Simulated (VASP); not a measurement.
The system is Ge.

```
Ge
1.0
     3.91918    0.00000    0.00000
    -1.95959    3.39411    0.00000
     0.00000    0.00000    6.40003
Ge
4
Direct
  0.33333 0.66667 0.00000
  0.66667 0.33333 0.50000
  0.33333 0.66667 0.37500
  0.66667 0.33333 0.87500
```

This isn't the form of Ge at room conditions, which is diamond.

| Quantity | Value |
| --- | --- |
| Program | VASP 6.6.1 |
| Task | relaxation of cell and atoms |
| Functional | PBE |
| Potentials or basis | VASP PAW PBE potentials, release 64 (Ge_d) |
| Cutoff | 600 eV |
| k mesh | 12 × 12 × 4 |
| Occupations | fermi-dirac, width 0.02 eV |
| Spin | no spin polarisation |

At the start: pressure 8.9 GPa; volume 21.28 Å³/atom.

**Question.** How do energy, volume and symmetry change on relaxing?

**Answer.** Over 17 steps the energy falls by 64.7 meV/atom and the volume is 23.88 Å³/atom (+12.2 %); space group P6_3/mmc (No. 194, to 0.1 Å) before and after.

The path:
```tsv
step	energy change (eV)	largest force (eV/Å)	pressure (GPa)	volume (Å³)
1	0.0000	0.0386	8.88	85.13
2	-0.2133	0.0789	-2.78	100.51
3	-0.2585	0.0641	0.06	95.39
4	-0.2585	0.0656	-0.08	95.60
5	-0.2588	0.0029	-0.11	95.64
6	-0.2588	0.0080	-0.05	95.63
7	-0.2588	0.0043	-0.08	95.64
8	-0.2590	0.0039	0.24	95.49
9	-0.2589	0.0059	-0.07	95.52
10	-0.2589	0.0045	-0.01	95.51
11	-0.2590	0.0037	0.09	95.50
12	-0.2590	0.0062	0.00	95.50
13	-0.2590	0.0027	-0.02	95.52
14	-0.2590	0.0003	-0.03	95.54
15	-0.2590	0.0014	0.07	95.49
16	-0.2590	0.0009	-0.10	95.53
17	-0.2590	0.0008	0.01	95.51
```

Final structure:
```yaml
crystal:
  lattice:
    - [4.05899, 0.00000, 0.00000]
    - [-2.02950, 3.51519, 0.00000]
    - [0.00000, 0.00000, 6.69386]
  atoms:
    - { symbol: Ge, position: [0.33333, 0.66667, 0.00034] }
    - { symbol: Ge, position: [0.66667, 0.33333, 0.50034] }
    - { symbol: Ge, position: [0.33333, 0.66667, 0.37466] }
    - { symbol: Ge, position: [0.66667, 0.33333, 0.87466] }
```
